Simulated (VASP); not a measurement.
# MgS: single point with PBE

MgS:

```xyz
2
Lattice="0.0000 2.5339 2.5339 2.5339 0.0000 2.5339 2.5339 2.5339 0.0000" Properties=species:S:1:pos:R:3 pbc="T T T"
Mg    0.0000    0.0000    0.0000
S     2.5339    2.5339    2.5339
```

This cell differs from its parent crystal: volume scaled by 0.91.

```json
{
 "Program": "VASP 6.6.1",
 "Task": "single point",
 "Functional": "PBE",
 "Potentials or basis": "VASP PAW PBE potentials, release 64 (Mg, S)",
 "Cutoff": "520 eV",
 "k mesh": "8 × 8 × 8",
 "Occupations": "gaussian, width 0.02 eV",
 "Spin": "no spin polarisation",
 "Dipole correction": "no",
 "Further INCAR settings": "ALGO = Normal; EDIFF = 1e-06; NBANDS = 11"
}
```

```json
{
 "Pressure": "8.1 GPa",
 "Band gap on the k mesh": "2.94 eV, indirect (least direct gap 4.37 eV)"
}
```

Levels at points of the mesh, in eV from the valence-band top:
```
           k point  band 1  band 2  band 3  band 4  band 5  band 6  band 7  band 8
(0.00, 0.00, 0.00)  -13.14    0.00    0.00    0.00    4.37    7.89    7.89    7.89
(0.50, 0.00, 0.00)  -11.63   -5.27   -0.69   -0.69    4.66    6.99    6.99   10.98
(0.50, 0.50, 0.00)  -11.19   -4.62   -1.87   -1.87    2.94    4.14   12.81   13.04
```

Run time: 11 s on 1 thread of Intel Xeon 8259CL (shared host), peak memory 0.16 GiB.

 A k mesh can miss the band edges.
